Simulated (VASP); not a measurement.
# Sb (Pm-3m) in VASP: elastic constants with PBEsol

Aim: the elastic constants of Sb with PBEsol.

Everything below comes from runs of VASP 6.6.1. Logs are shortened: lines on timing, memory, paths and dates and some standing lists are left out, and cuts for length are marked.

### Step 1. The cell of the first run

Symmetry: Pm-3m, No. 221, cubic system. The conventional cell has a = 3.063 Å, b = 3.063 Å, c = 3.063 Å, α = 90.00°, β = 90.00°, γ = 90.00°. Within 4.0 Å of Sb (site symmetry m-3m) lie 6 Sb at 3.06 Å.

### Step 2. Elastic constants, PBEsol

Input file INCAR:

```
SYSTEM = Sb
  PREC = Accurate
  ENCUT = 600
  EDIFF = 1E-8
  ISMEAR = -1
  SIGMA = 0.15
  LREAL = .False.
  LASPH = .True.
  NELM = 80
  ALGO = Normal
  ISIF = 3
  LWAVE = .False.
  LCHARG = .True.
  GGA = PS
  IBRION = 6
  NFREE = 2
  POTIM = 0.015
  NSW = 1
```

Input file KPOINTS:

```
regular mesh
0
Gamma
  14 14 14
  0 0 0
```

Input file POSCAR:

```
Sb
1.0
    3.0629207762      0.0000000000      0.0000000000
    0.0000000000      3.0629207762      0.0000000000
    0.0000000000      0.0000000000      3.0629207762
Sb
1
Direct
    0.0000000000      0.0000000000      0.0000000000
```

Potentials or basis: VASP PAW PBE potentials, release 64 (Sb).

On the command line:

```bash
> cat potpaw_PBE.64/Sb/POTCAR > POTCAR
> mpirun -np 1 vasp_std > vasp.out
```

OUTCAR:

```text
SYSTEM = Sb
   PREC = Accurate
   ENCUT = 600
   EDIFF = 1E-8
   ISMEAR = -1
   LREAL = .False.
   LASPH = .True.
   NELM = 80
   ISIF = 3
   GGA = PS
   IBRION = 6
   NFREE = 2
   POTIM = 0.015
   NSW = 1

 ion  position               nearest neighbor table
   1  0.000  0.000  0.000-

  LATTYP: Found a simple cubic cell.
 ALAT       =     3.0629207762

  Lattice vectors:

 A1 = (   3.0629207762,   0.0000000000,   0.0000000000)
 A2 = (   0.0000000000,   3.0629207762,   0.0000000000)
 A3 = (   0.0000000000,   0.0000000000,   3.0629207762)

Analysis of symmetry for initial positions (statically):
=====================================================================
 Subroutine PRICEL returns:
 Original cell was already a primitive cell.

 Routine SETGRP: Setting up the symmetry group for a
 simple cubic supercell.

 Subroutine GETGRP returns: Found 48 space group operations
 (whereof 48 operations were pure point group operations)
 out of a pool of 48 trial point group operations.

The static configuration has the point symmetry O_h .

Analysis of symmetry for dynamics (positions and initial velocities):
=====================================================================
 Subroutine PRICEL returns:
 Original cell was already a primitive cell.

 Routine SETGRP: Setting up the symmetry group for a
 simple cubic supercell.

 Subroutine GETGRP returns: Found 48 space group operations
 (whereof 48 operations were pure point group operations)
 out of a pool of 48 trial point group operations.

The dynamic configuration has the point symmetry O_h .

 Subroutine INISYM returns: Found 48 space group operations
 (whereof 48 operations are pure point group operations),
 and found     1 'primitive' translations

----------------------------------------------------------------------------------------

                                     Primitive cell

  volume of cell :      28.7347

  direct lattice vectors                    reciprocal lattice vectors
     3.062920776  0.000000000  0.000000000     0.326485754  0.000000000  0.000000000
     0.000000000  3.062920776  0.000000000     0.000000000  0.326485754  0.000000000
     0.000000000  0.000000000  3.062920776     0.000000000  0.000000000  0.326485754

  length of vectors
     3.062920776  3.062920776  3.062920776     0.326485754  0.326485754  0.326485754

  position of ions in fractional coordinates (direct lattice)
     0.000000000  0.000000000  0.000000000

  ion indices of the primitive-cell ions
   primitive index   ion index
                 1           1

----------------------------------------------------------------------------------------

 KPOINTS: regular mesh

Automatic generation of k-mesh.
 Grid dimensions read from file:
 generate k-points for:   14   14   14

 Generating k-lattice:

  Cartesian coordinates                     Fractional coordinates (reciprocal lattice)
     0.023320411  0.000000000  0.000000000     0.071428571  0.000000000  0.000000000
     0.000000000  0.023320411  0.000000000     0.000000000  0.071428571  0.000000000
     0.000000000  0.000000000  0.023320411     0.000000000  0.000000000  0.071428571

  Length of vectors
     0.023320411  0.023320411  0.023320411

  Shift w.r.t. Gamma in fractional coordinates (k-lattice)
     0.000000000  0.000000000  0.000000000

 Subroutine IBZKPT returns following result:
 ===========================================

 Found    120 irreducible k-points:

 Following reciprocal coordinates:
            Coordinates               Weight
  0.000000  0.000000  0.000000      1.000000
  0.071429  0.000000  0.000000      6.000000
  0.142857  0.000000  0.000000      6.000000
  0.214286  0.000000  0.000000      6.000000
  0.285714  0.000000  0.000000      6.000000
  0.357143  0.000000  0.000000      6.000000
[... 16 lines left out ...]
  0.285714  0.214286  0.000000     24.000000
  0.357143  0.214286  0.000000     24.000000
 [... further k-points ...]
   k-points           NKPTS =    120   k-points in BZ     NKDIM =    120   number of bands    NBANDS=      6
   number of dos      NEDOS =    301   number of ions     NIONS =      1
   total plane-waves  NPLWV =  13824
   dimension x,y,z NGX =    24 NGY =   24 NGZ =   24
   dimension x,y,z NGXF=    48 NGYF=   48 NGZF=   48
   ions per type =               1
   NGX,Y,Z   is equivalent  to a cutoff of  13.03, 13.03, 13.03 a.u.
   NGXF,Y,Z  is equivalent  to a cutoff of  26.05, 26.05, 26.05 a.u.
 SYSTEM =  Sb
   PREC   = accura    normal or accurate (medium, high low for compatibility)
   ISTART =      0    job   : 0-new  1-cont  2-samecut
   ICHARG =      2    charge: 1-file 2-atom 10-const
   ISPIN  =      1    spin polarized calculation?
   LNONCOLLINEAR =      F non collinear calculations
   LSORBIT =      F    spin-orbit coupling
   LASPH  =      T    aspherical Exc in radial PAW
   ENCUT  =  600.0 eV  44.10 Ry    6.64 a.u.   6.12  6.12  6.12*2*pi/ulx,y,z
   NELM   =     80;   NELMIN=  2; NELMDL= -5     # of ELM steps
   EDIFF  = 0.1E-07   stopping-criterion for ELM
   LREAL  =      F    real-space projection
   EDIFFG = 0.1E-06   stopping-criterion for IOM
   NSW    =     49    number of steps for IOM
   IBRION =      6    ionic relax: 0-MD 1-quasi-New 2-CG
   NFREE  =      2    steps in history (QN), initial steepest desc. (CG)
   ISIF   =      3    stress and relaxation
   ISYM   =      2    0-nonsym 1-usesym 2-fastsym
   POTIM  = 0.0150    time-step for ionic-motion
   TEBEG  =    0.0;   TEEND  =   0.0 temperature during run
   PSTRESS=    0.0 pullay stress
   NELECT =       5.0000    total number of electrons
   NUPDOWN=      -1.0000    fix difference up-down
   EMIN   =  10.00;   EMAX   =-10.00  energy-range for DOS
   EFERMI =   0.00;   METHOD = LEGACY
   ISMEAR =    -1;   SIGMA  =   0.15  broadening in eV -4-tet -1-fermi 0-gaus
   EFERMI_NEDOS =   21; number of points for ismear=-14 and -15
   IALGO  =     38    algorithm
   IMIX   =      4    mixing-type and parameters
     AMIX     =   0.40;   BMIX     =  1.00
     AMIX_MAG =   1.60;   BMIX_MAG =  1.00
  volume/ion in A,a.u.               =      28.73       193.91
  Fermi-wavevector in a.u.,A,eV,Ry     =   0.913964  1.727141 11.365356  0.835330
  Thomas-Fermi vector in A             =   2.038536
   LORBIT       =      0    0 simple, 1 ext, 2 COOP (PROOUT), +10 PAW based schemes
   GGA     = PS    functional components
   LHFCALC =     F    Hartree Fock is set to
   AEXX    =    0.0000 exact exchange contribution
   IVDW    =     0    specifies the selected vdW correction
   LEPSILON=     F    determine dielectric tensor
   LRPA    =     F    only Hartree local field effects (RPA)
 finite differences with symmetry
 non-spin polarized calculation
  energy-cutoff  :      600.00
  volume of cell :       28.73
 maximum number of plane-waves:       984
   NGX = 13   NGY = 13   NGZ = 13

--------------------------------------- Ionic step        1  -------------------------------------------

 number of electron       4.9999999 magnetization

 Free energy of the ion-electron system (eV)
  ---------------------------------------------------
  ext. energy  EPLUGINS =         0.00000000
  ---------------------------------------------------
  free energy    TOTEN  =        -4.55604532 eV

  energy without entropy =       -4.51996026  energy(sigma->0) =       -4.53800279

------------------------ aborting loop because EDIFF is reached ----------------------------------------

  FORCE on cell =-STRESS in cart. coord.  units (eV):
  Direction    XX          YY          ZZ          XY          YZ          ZX
  --------------------------------------------------------------------------------------
  -------------------------------------------------------------------------------------
  Total        0.0198014      0.0198014      0.0198014     -0.0000000      0.0000000     -0.0000000
  in kB        1.1040757      1.1040757      1.1040757     -0.0000000      0.0000000     -0.0000000
  external PRESSURE =       1.1040757 kB  Pullay stress =       0.0000000 kB
[... 86 lines left out ...]
  FREE ENERGIE OF THE ION-ELECTRON SYSTEM (eV)
  ---------------------------------------------------
  free  energy   TOTEN  =        -4.5521737504 eV

  energy  without entropy=       -4.5166158003  energy(sigma->0) =       -4.53439478

[... ionic steps 4 to 12 ...]

--------------------------------------- Ionic step       13  -------------------------------------------

 number of electron       4.9999999 magnetization

------------------------ aborting loop because EDIFF is reached ----------------------------------------
[... 65 lines left out ...]
--------------------------------------- Ionic step       15  -------------------------------------------

 number of electron       4.9999999 magnetization

 Free energy of the ion-electron system (eV)
  ---------------------------------------------------
  ext. energy  EPLUGINS =         0.00000000
  ---------------------------------------------------
  free energy    TOTEN  =        -4.55604543 eV

  energy without entropy =       -4.51996036  energy(sigma->0) =       -4.53800289

 E-fermi :   7.4242     XC(G=0):  -9.9111

 val. band max:        7.3985832514   @ k =   0.2857   0.2143   0.0000
 cond. band min:       7.4524693146   @ k =   0.5000   0.2857   0.2143
 fundamental gap:      0.0538860632
 Fermi energy:         7.4242009960

 k-point     1 :       0.0000    0.0000    0.0000
  band No.  band energies     occupation
      1      -5.2288      2.00000
      2      10.8218      0.00000
      3      10.8218      0.00000
      4      10.8218      0.00000
      5      14.4548      0.00000
      6      14.4548      0.00000
[... 199 lines left out ...]
 k-point    24 :       0.3571    0.2143    0.0000
  band No.  band energies     occupation
      1      -2.7760      2.00000
      2       3.7508      2.00000
      3       7.9121      0.07446
      4      13.0802      0.00000
      5      14.5247      0.00000
      6      17.1083      0.00000

 [... further k-points ...]
[... 5 lines left out ...]
  --------------------------------------------------------------------------------------
  -------------------------------------------------------------------------------------
  Total        0.0197946      0.0197946      0.0197946     -0.0000000     -0.0000000      0.0000000
  in kB        1.1036970      1.1036970      1.1036970     -0.0000000     -0.0000000      0.0000000
  external PRESSURE =       1.1036970 kB  Pullay stress =       0.0000000 kB
[... 16 lines left out ...]
  FREE ENERGIE OF THE ION-ELECTRON SYSTEM (eV)
  ---------------------------------------------------
  free  energy   TOTEN  =        -4.5560454253 eV

  energy  without entropy=       -4.5199603642  energy(sigma->0) =       -4.53800289

 INTERNAL STRAIN TENSORS FROM STRAINED CELLS
 ============================================

 INTERNAL STRAIN TENSOR FOR ION    1 for displacements in x,y,z  (eV/Angst):
          X           Y           Z          XY          YZ          ZX
  --------------------------------------------------------------------------------
  x     0.00000     0.00000     0.00000     0.00000     0.00000     0.00000
  y     0.00000     0.00000     0.00000     0.00000     0.00000     0.00000
  z     0.00000     0.00000     0.00000     0.00000     0.00000     0.00000

 INTERNAL STRAIN TENSORS FROM DISPLACED ATOMS
 ============================================

 INTERNAL STRAIN TENSOR FOR ION    1 for displacements in x,y,z  (eV/Angst):
          X           Y           Z          XY          YZ          ZX
  --------------------------------------------------------------------------------
  x     0.00000     0.00000     0.00000     0.00000     0.00000     0.00000
  y     0.00000     0.00000     0.00000     0.00000     0.00000     0.00000
  z     0.00000     0.00000     0.00000     0.00000     0.00000     0.00000

 Eigenvectors and eigenvalues of the dynamical matrix
 ----------------------------------------------------

   1 f  =    0.000000 THz     0.000000 2PiTHz    0.000000 cm-1     0.000000 meV
             X         Y         Z           dx          dy          dz
      0.000000  0.000000  0.000000     0.995893    0.090536    0.000000

   2 f  =    0.000000 THz     0.000000 2PiTHz    0.000000 cm-1     0.000000 meV
             X         Y         Z           dx          dy          dz
      0.000000  0.000000  0.000000     0.000000    0.000000    1.000000

   3 f  =    0.000000 THz     0.000000 2PiTHz    0.000000 cm-1     0.000000 meV
             X         Y         Z           dx          dy          dz
      0.000000  0.000000  0.000000     0.090536   -0.995893    0.000000

--------------------------------------------------------------------------------------------------------

 ELASTIC MODULI CONTR FROM IONIC RELAXATION (kBar)
 Direction    XX          YY          ZZ          XY          YZ          ZX
 --------------------------------------------------------------------------------
 XX           0.0000      0.0000      0.0000      0.0000      0.0000      0.0000
 YY           0.0000      0.0000      0.0000      0.0000      0.0000      0.0000
 ZZ           0.0000      0.0000      0.0000      0.0000      0.0000      0.0000
 XY           0.0000      0.0000      0.0000      0.0000      0.0000      0.0000
 YZ           0.0000      0.0000      0.0000      0.0000      0.0000      0.0000
 ZX           0.0000      0.0000      0.0000      0.0000      0.0000      0.0000
 --------------------------------------------------------------------------------

 TOTAL ELASTIC MODULI (kBar)
 Direction    XX          YY          ZZ          XY          YZ          ZX
 --------------------------------------------------------------------------------
 XX        1684.5281    105.7407    105.7407     -0.0000      0.0000     -0.0000
 YY         105.7407   1684.5281    105.7407     -0.0000     -0.0000     -0.0000
 ZZ         105.7407    105.7407   1684.5281      0.0000      0.0000     -0.0000
 XY          -0.0000     -0.0000      0.0000     94.1390      0.0000      0.0000
 YZ           0.0000     -0.0000      0.0000      0.0000     94.1390      0.0000
 ZX          -0.0000     -0.0000     -0.0000      0.0000      0.0000     94.1390
 --------------------------------------------------------------------------------
```

Wall time 10 min (1 thread of AMD EPYC 7R43 (Zen 3), shared host); peak memory 0.37 GiB.

Results:

```
Elastic constants C11, C12, C44 : 168, 11, 9 GPa
Voigt bulk modulus              : 63 GPa
```

Elastic tensor in Voigt notation (GPa, in the Cartesian axes of the cell as first typed):
```
168  11  11   0   0   0
 11 168  11   0   0   0
 11  11 168   0   0   0
  0   0   0   9   0   0
  0   0   0   0   9   0
  0   0   0   0   0   9
```

Clamped-ion elastic tensor (GPa):
```
168  11  11   0   0   0
 11 168  11   0   0   0
 11  11 168   0   0   0
  0   0   0   9   0   0
  0   0   0   0   9   0
  0   0   0   0   0   9
```

Caveat: the PAW data sets were made with another functional, which shifts forces and pressure a little; spin-orbit coupling is left out, which moves the levels of the heavy elements.
